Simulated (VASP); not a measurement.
# Be2ZnO3 (P-62m) in VASP: single point with PBE

Aim: the single point of Be2ZnO3 with PBE.

All numbers are computed with VASP 6.6.1; they aren't measurements. Logs are shortened: lines on timing, memory, paths and dates and some standing lists are left out, and cuts for length are marked.

### 1 The cell of the first run

Symmetry: P-62m, No. 189, hexagonal system. The conventional cell has a = 4.324 Å, b = 4.324 Å, c = 3.367 Å, α = 90.00°, β = 90.00°, γ = 120.00°. Within 1.7 Å of Be (site symmetry -6) lie 3 O at 1.25 Å. Zn (site symmetry -62m) has 6 O at 2.06 to 2.27 Å and 6 Be at 2.50 Å within 2.7 Å. O (site symmetry m2m) has 2 Be at 1.25 Å within 1.7 Å.

### 2 Single point, PBE

INCAR

```
PREC = Accurate
ENCUT = 520
EDIFF = 1E-6
ISMEAR = 0
SIGMA = 0.1
LREAL = F
LASPH = T
NELM = 80
ALGO = Normal
ISIF = 2
LWAVE = F
LCHARG = F
GGA = PE
NBANDS = 26
```

KPOINTS

```
Automatic mesh
0
Gamma
  6 6 6
```

POSCAR

```
Be2ZnO3
1.0
    4.3242256900      0.0000000000      0.0000000000
   -2.1621128400      3.7448893000      0.0000000000
    0.0000000000      0.0000000000      3.3672053300
Be Zn O
2 1 3
Direct
    0.3333333300      0.6666666700      0.5000000000
    0.6666666700      0.3333333300      0.5000000000
    0.0000000000      0.0000000000      0.5000000000
    0.5239283400      0.0000000000      0.5000000000
    0.0000000000      0.5239283400      0.5000000000
    0.4760716600      0.4760716600      0.5000000000
```

Potentials or basis: VASP PAW PBE potentials, release 64 (Be, Zn, O).

Run with:

```
$ cat potpaw_PBE.64/Be/POTCAR potpaw_PBE.64/Zn/POTCAR potpaw_PBE.64/O/POTCAR > POTCAR
$ mpirun -np 1 vasp_std > vasp.out
```

OUTCAR:

```text
PREC = Accurate
   ENCUT = 520
   EDIFF = 1E-6
   ISMEAR = 0
   LREAL = F
   LASPH = T
   NELM = 80
   ISIF = 2
   GGA = PE

 ion  position               nearest neighbor table
   1  0.333  0.667  0.500-   5 1.25   4 1.25   6 1.25   3 2.50   3 2.50   3 2.50
   2  0.667  0.333  0.500-   4 1.25   5 1.25   6 1.25   3 2.50   3 2.50   3 2.50
   3  0.000  0.000  0.500-   5 2.06   4 2.06   6 2.06   5 2.27   4 2.27   6 2.27   1 2.50   2 2.50
                             2 2.50   1 2.50   1 2.50   2 2.50
   4  0.524  0.000  0.500-   2 1.25   1 1.25   3 2.06   3 2.27
   5  0.000  0.524  0.500-   1 1.25   2 1.25   3 2.06   3 2.27
   6  0.476  0.476  0.500-   1 1.25   2 1.25   3 2.06   3 2.27

  LATTYP: Found a hexagonal cell.
 ALAT       =     4.3242256900
 C/A-ratio  =     0.7786839937

  Lattice vectors:

 A1 = (   4.3242256900,   0.0000000000,   0.0000000000)
 A2 = (  -2.1621128400,   3.7448893000,   0.0000000000)
 A3 = (   0.0000000000,   0.0000000000,   3.3672053300)

Analysis of symmetry for initial positions (statically):
=====================================================================
 Subroutine PRICEL returns:
 Original cell was already a primitive cell.

 Routine SETGRP: Setting up the symmetry group for a
 hexagonal supercell.

 Subroutine GETGRP returns: Found 12 space group operations
 (whereof 12 operations were pure point group operations)
 out of a pool of 24 trial point group operations.

The static configuration has the point symmetry D_3h.

Analysis of symmetry for dynamics (positions and initial velocities):
=====================================================================
 Subroutine PRICEL returns:
 Original cell was already a primitive cell.

 Routine SETGRP: Setting up the symmetry group for a
 hexagonal supercell.

 Subroutine GETGRP returns: Found 12 space group operations
 (whereof 12 operations were pure point group operations)
 out of a pool of 24 trial point group operations.

The dynamic configuration has the point symmetry D_3h.

 Subroutine INISYM returns: Found 12 space group operations
 (whereof 12 operations are pure point group operations),
 and found     1 'primitive' translations

----------------------------------------------------------------------------------------

                                     Primitive cell

  volume of cell :      54.5277

  direct lattice vectors                    reciprocal lattice vectors
     4.324225690  0.000000000  0.000000000     0.231255275  0.133515295  0.000000000
    -2.162112840  3.744889300  0.000000000     0.000000000  0.267030590  0.000000000
     0.000000000  0.000000000  3.367205330     0.000000000  0.000000000  0.296982186

  length of vectors
     4.324225690  4.324225688  3.367205330     0.267030590  0.267030590  0.296982186

  position of ions in fractional coordinates (direct lattice)
     0.333333330  0.666666670  0.500000000
     0.666666670  0.333333330  0.500000000
     0.000000000  0.000000000  0.500000000
     0.523928340  0.000000000  0.500000000
     0.000000000  0.523928340  0.500000000
     0.476071660  0.476071660  0.500000000

  ion indices of the primitive-cell ions
   primitive index   ion index
                 1           1
                 2           2
                 3           3
                 4           4
                 5           5
                 6           6

----------------------------------------------------------------------------------------

 KPOINTS: Automatic mesh

Automatic generation of k-mesh.
 Grid dimensions read from file:
 generate k-points for:    6    6    6

 Generating k-lattice:

  Cartesian coordinates                     Fractional coordinates (reciprocal lattice)
     0.038542546  0.022252549  0.000000000     0.166666667  0.000000000  0.000000000
     0.000000000  0.044505098  0.000000000     0.000000000  0.166666667  0.000000000
     0.000000000  0.000000000  0.049497031     0.000000000  0.000000000  0.166666667

  Length of vectors
     0.044505098  0.044505098  0.049497031

  Shift w.r.t. Gamma in fractional coordinates (k-lattice)
     0.000000000  0.000000000  0.000000000

 Subroutine IBZKPT returns following result:
 ===========================================

 Found     28 irreducible k-points:

 Following reciprocal coordinates:
            Coordinates               Weight
  0.000000  0.000000  0.000000      1.000000
  0.166667  0.000000  0.000000      6.000000
  0.333333  0.000000  0.000000      6.000000
  0.500000  0.000000  0.000000      3.000000
  0.166667  0.166667  0.000000      6.000000
  0.333333  0.166667  0.000000     12.000000
[... 16 lines left out ...]
  0.166667  0.000000  0.500000      6.000000
  0.333333  0.000000  0.500000      6.000000
 [... further k-points ...]
   k-points           NKPTS =     28   k-points in BZ     NKDIM =     28   number of bands    NBANDS=     26
   number of dos      NEDOS =    301   number of ions     NIONS =      6
   total plane-waves  NPLWV =  28672
   dimension x,y,z NGX =    32 NGY =   32 NGZ =   28
   dimension x,y,z NGXF=    64 NGYF=   64 NGZF=   56
   ions per type =               2   1   3
   NGX,Y,Z   is equivalent  to a cutoff of  12.30, 12.30, 13.82 a.u.
   NGXF,Y,Z  is equivalent  to a cutoff of  24.60, 24.60, 27.65 a.u.
 SYSTEM =  unknown system
   PREC   = accura    normal or accurate (medium, high low for compatibility)
   ISTART =      0    job   : 0-new  1-cont  2-samecut
   ICHARG =      2    charge: 1-file 2-atom 10-const
   ISPIN  =      1    spin polarized calculation?
   LNONCOLLINEAR =      F non collinear calculations
   LSORBIT =      F    spin-orbit coupling
   LASPH  =      T    aspherical Exc in radial PAW
   ENCUT  =  520.0 eV  38.22 Ry    6.18 a.u.   8.04  8.04  6.26*2*pi/ulx,y,z
   NELM   =     80;   NELMIN=  2; NELMDL= -5     # of ELM steps
   EDIFF  = 0.1E-05   stopping-criterion for ELM
   LREAL  =      F    real-space projection
   EDIFFG = 0.1E-04   stopping-criterion for IOM
   NSW    =      0    number of steps for IOM
   IBRION =     -1    ionic relax: 0-MD 1-quasi-New 2-CG
   NFREE  =      0    steps in history (QN), initial steepest desc. (CG)
   ISIF   =      2    stress and relaxation
   ISYM   =      2    0-nonsym 1-usesym 2-fastsym
   POTIM  = 0.5000    time-step for ionic-motion
   TEBEG  =    0.0;   TEEND  =   0.0 temperature during run
   PSTRESS=    0.0 pullay stress
   NELECT =      34.0000    total number of electrons
   NUPDOWN=      -1.0000    fix difference up-down
   EMIN   =  10.00;   EMAX   =-10.00  energy-range for DOS
   EFERMI =   0.00;   METHOD = LEGACY
   ISMEAR =     0;   SIGMA  =   0.10  broadening in eV -4-tet -1-fermi 0-gaus
   EFERMI_NEDOS =   21; number of points for ismear=-14 and -15
   IALGO  =     38    algorithm
   IMIX   =      4    mixing-type and parameters
     AMIX     =   0.40;   BMIX     =  1.00
     AMIX_MAG =   1.60;   BMIX_MAG =  1.00
  volume/ion in A,a.u.               =       9.09        61.33
  Fermi-wavevector in a.u.,A,eV,Ry     =   1.398606  2.642983 26.614352  1.956100
  Thomas-Fermi vector in A             =   2.521748
   LORBIT       =      0    0 simple, 1 ext, 2 COOP (PROOUT), +10 PAW based schemes
   GGA     = PE    functional components
   LHFCALC =     F    Hartree Fock is set to
   AEXX    =    0.0000 exact exchange contribution
   IVDW    =     0    specifies the selected vdW correction
   LEPSILON=     F    determine dielectric tensor
   LRPA    =     F    only Hartree local field effects (RPA)
 non-spin polarized calculation
 Gauss-broadening in eV      SIGMA  =   0.10
  energy-cutoff  :      520.00
  volume of cell :       54.53
 maximum number of plane-waves:      1488
   NGX = 17   NGY = 17   NGZ = 13

 number of electron      34.0000002 magnetization

 Free energy of the ion-electron system (eV)
  ---------------------------------------------------
  ext. energy  EPLUGINS =         0.00000000
  ---------------------------------------------------
  free energy    TOTEN  =       -25.69621340 eV

  energy without entropy =      -25.69621340  energy(sigma->0) =      -25.69621340

 E-fermi :   2.9382     XC(G=0): -10.1711

 val. band max:        2.4489264943   @ k =   0.5000   0.0000   0.5000
 cond. band min:       3.4169101859   @ k =   0.0000   0.0000   0.0000
 fundamental gap:      0.9679836916
 Fermi energy:         2.9382476828

 k-point     1 :       0.0000    0.0000    0.0000
  band No.  band energies     occupation
      1     -17.4080      2.00000
      2     -15.6776      2.00000
      3     -15.6776      2.00000
      4      -5.1680      2.00000
      5      -5.1680      2.00000
      6      -3.8346      2.00000
[... 18 lines left out ...]
     25      16.3463      0.00000
     26      16.3463      0.00000

 k-point     2 :       0.1667    0.0000    0.0000
  band No.  band energies     occupation
      1     -17.3070      2.00000
      2     -15.7993      2.00000
      3     -15.6967      2.00000
      4      -5.3122      2.00000
      5      -5.0058      2.00000
      6      -3.7932      2.00000
[... 18 lines left out ...]
     25      17.3778      0.00000
     26      18.5473      0.00000

 k-point     3 :       0.3333    0.0000    0.0000
  band No.  band energies     occupation
      1     -17.0299      2.00000
      2     -16.1186      2.00000
      3     -15.7343      2.00000
      4      -5.5651      2.00000
      5      -4.7132      2.00000
      6      -3.7700      2.00000
[... 572 lines left out ...]
 k-point    23 :       0.1667    0.0000    0.5000
  band No.  band energies     occupation
      1     -17.1486      2.00000
      2     -15.7235      2.00000
      3     -15.6264      2.00000
      4      -5.1822      2.00000
      5      -4.8872      2.00000
      6      -4.1665      2.00000
[... 18 lines left out ...]
     25      17.3126      0.00000
     26      19.5457      0.00000

 k-point    24 :       0.3333    0.0000    0.5000
  band No.  band energies     occupation
      1     -16.8856      2.00000
      2     -16.0243      2.00000
      3     -15.6609      2.00000
      4      -5.4340      2.00000
      5      -4.6444      2.00000
      6      -4.1894      2.00000
[... 18 lines left out ...]
     25      17.4377      0.00000
     26      19.8641      0.00000

 [... further k-points ...]

------------------------ aborting loop because EDIFF is reached ----------------------------------------

  FORCE on cell =-STRESS in cart. coord.  units (eV):
  Direction    XX          YY          ZZ          XY          YZ          ZX
  --------------------------------------------------------------------------------------
  -------------------------------------------------------------------------------------
  Total       53.8828595     53.8828596      1.0323383      0.0000001      0.0000000      0.0000000
  in kB     1583.2309850   1583.2309857     30.3330221      0.0000021      0.0000000      0.0000000
  external PRESSURE =    1065.5983310 kB  Pullay stress =       0.0000000 kB

 VOLUME and BASIS-vectors are now :
 -----------------------------------------------------------------------------
  energy-cutoff  :      520.00
  volume of cell :       54.53
      direct lattice vectors                 reciprocal lattice vectors
     4.324225690  0.000000000  0.000000000     0.231255275  0.133515295  0.000000000
    -2.162112840  3.744889300  0.000000000     0.000000000  0.267030590  0.000000000
     0.000000000  0.000000000  3.367205330     0.000000000  0.000000000  0.296982186

 POSITION                                       TOTAL-FORCE (eV/Angst)
 -----------------------------------------------------------------------------------
     -0.00000      2.49659      1.68360         0.000000     -0.000000     -0.000000
      2.16211      1.24830      1.68360         0.000000     -0.000000     -0.000000
      0.00000      0.00000      1.68360         0.000000     -0.000000     -0.000000
      2.26558      0.00000      1.68360         3.641901     -0.000000      0.000000
     -1.13279      1.96205      1.68360        -1.820951      3.153979     -0.000000
      1.02932      1.78284      1.68360        -1.820951     -3.153979     -0.000000
 -----------------------------------------------------------------------------------
    total drift:                                0.000004      0.000007      0.000000

  FREE ENERGIE OF THE ION-ELECTRON SYSTEM (eV)
  ---------------------------------------------------
  free  energy   TOTEN  =       -25.6962134018 eV

  energy  without entropy=      -25.6962134018  energy(sigma->0) =      -25.69621340
```

It took 26 s on 1 thread of AMD EPYC 9R45 (Zen 5), shared host; peak memory 0.16 GiB.

What came out:

```yaml
Free_energy: -25.6962 eV
Pressure: 106.6 GPa
Largest_force: 3.642 eV/Å
Band_gap_on_the_k_mesh: 0.97 eV, indirect (least direct gap 1.71 eV)
```

Forces on the atoms (eV/Å):
```
Be   0.000  0.000  0.000
Be   0.000  0.000  0.000
Zn   0.000  0.000  0.000
O    3.642  0.000  0.000
O   -1.821  3.154  0.000
O   -1.821 -3.154  0.000
```

Caveat: forces of over 1 eV/Å act on the atoms, so gaps and moduli don't describe the material at rest. A k mesh can miss the band edges.
